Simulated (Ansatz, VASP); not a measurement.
## MgS: VASP beside Ansatz

```
Mg S
1.0
     0.00000    2.66669    2.66669
     2.66669    0.00000    2.66669
     2.66669    2.66669    0.00000
Mg S
1 1
Direct
  0.00000 0.00000 0.00000
  0.50000 0.50000 0.50000
```

Change from the starting cell: strain +0.025 along x and y, +0.025 along z, atoms carried along.

Alike in both runs: task single point; functional LDA; k mesh 8 × 8 × 8; occupations gaussian, width 0.05 eV; no spin polarisation.

```csv
,VASP,Ansatz
version,VASP 6.6.1,Ansatz 0.2.0
potentials or method,"VASP PAW LDA potentials, release 64 (Mg, S), cutoff 520 eV","scalar-relativistic, plane waves, PAW"
valence electrons in the cell,8,16
```

|  | VASP | Ansatz | Ansatz less VASP |
| --- | --- | --- | --- |
| gap on the k mesh at the Fermi level (eV) | 2.40 | 2.40 | +0.006 |
| least direct gap on the mesh (eV) | 2.94 | 2.93 | -0.007 |
| pressure (GPa) | -8.2 | -7.7 | +0.52 |

LDA's correlation is that of Perdew and Zunger in VASP and of Perdew and Wang (1992) in Ansatz. VASP's potentials hold 8 valence electrons a cell and Ansatz's 16, so a difference there can come from the potentials and not from the codes.
